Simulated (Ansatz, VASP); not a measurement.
# Sr2ScI5 in VASP and in Ansatz

```
Sr Sc I
1.0
     5.09312    0.00000    0.00000
     0.00000    5.09312    0.00000
     0.00000    0.00000   11.12056
Sr Sc I
2 1 5
Direct
  0.00000 0.00000 0.00000
  0.50000 0.50000 0.50000
  0.00000 0.00000 0.50000
  0.00000 0.50000 0.26113
  0.50000 0.00000 0.73887
  0.50000 0.00000 0.26113
  0.00000 0.50000 0.73887
  0.50000 0.50000 0.00000
```

Change from the starting cell: species swapped into the Al5CuW2 type (P4/mmm, No. 123).

Alike in both runs: task single point; functional PBE; k mesh 4 × 4 × 2; occupations gaussian, width 0.1 eV; no spin polarisation.

|  | VASP | Ansatz |
| --- | --- | --- |
| version | VASP 6.6.1 | Ansatz 0.2.0 |
| potentials or method | VASP PAW PBE potentials, release 64 (Sr_sv, Sc_sv, I), cutoff 520 eV | scalar-relativistic, plane waves, PAW |
| valence electrons in the cell | 66 | 116 |

Ansatz gave:

- gap on the k mesh at the Fermi level (eV): none
- pressure (GPa): 0.5
- traceless stress, the component that is largest in VASP (GPa): -6.85
- rms of the force components (eV/Å): 0.511

Which values does VASP return?

gap on the k mesh at the Fermi level (eV): none; pressure (GPa): 0.6; traceless stress, the component that is largest in VASP (GPa): -6.85; rms of the force components (eV/Å): 0.510.

Atom by atom the forces differ by 0.001 eV/Å (rms over components). A gap of «none» marks a metal or a gap that the smearing closes. VASP's potentials hold 66 valence electrons a cell and Ansatz's 116, so a difference there can come from the potentials and not from the codes.

Spin-orbit coupling is off throughout.
